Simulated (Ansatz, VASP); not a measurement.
## Two plane-wave programs on Ge2Sb2Te5

```xyz
9
Lattice="4.2318 0.0000 0.0000 -2.1159 3.6649 0.0000 0.0000 0.0000 16.8489" Properties=species:S:1:pos:R:3 pbc="T T T"
Te    0.0000    0.0000    0.0000
Te    2.1159    1.2216    3.3596
Te    0.0000    2.4432    7.0913
Te    2.1159    1.2216    9.7576
Te    0.0000    2.4432   13.4893
Ge    0.0000    2.4432    1.6978
Ge    2.1159    1.2216   15.1510
Sb    0.0000    0.0000    5.3630
Sb    0.0000    0.0000   11.4859
```

Alike in both runs: functional PBE; dispersion D3(BJ); k mesh 10 × 10 × 2; occupations gaussian, width 0.03 eV; no spin polarisation.

Ansatz relaxed the structure, and its values are those at the end. VASP's run is a single point on that final structure, the one shown.

|  | VASP | Ansatz |
| --- | --- | --- |
| version | VASP 6.6.1 | Ansatz 0.2.0 |
| potentials or method | VASP PAW PBE potentials, release 64 (Te, Ge_d, Sb) | scalar-relativistic, plane waves, PAW |
| plane-wave cutoff (eV) | 520 | 420 |
| valence electrons in the cell | 68 | 138 |

VASP gave:

```
gap on the k mesh at the Fermi level (eV) : 0.11
least direct gap on the mesh (eV)         : 0.11
pressure (GPa)                            : -0.1
rms of the force components (eV/Å)        : 0.009
```

Q: Estimate Ansatz's values.

A: gap on the k mesh at the Fermi level (eV): 0.12; least direct gap on the mesh (eV): 0.12; pressure (GPa): 0.0; rms of the force components (eV/Å): 0.001.

VASP's potentials hold 68 valence electrons a cell and Ansatz's 138, so a difference there can come from the potentials and not from the codes. Ansatz's warnings: dispersion switch in reach, relaxed geometry near dispersion switch.

Neither program's run includes spin-orbit coupling.
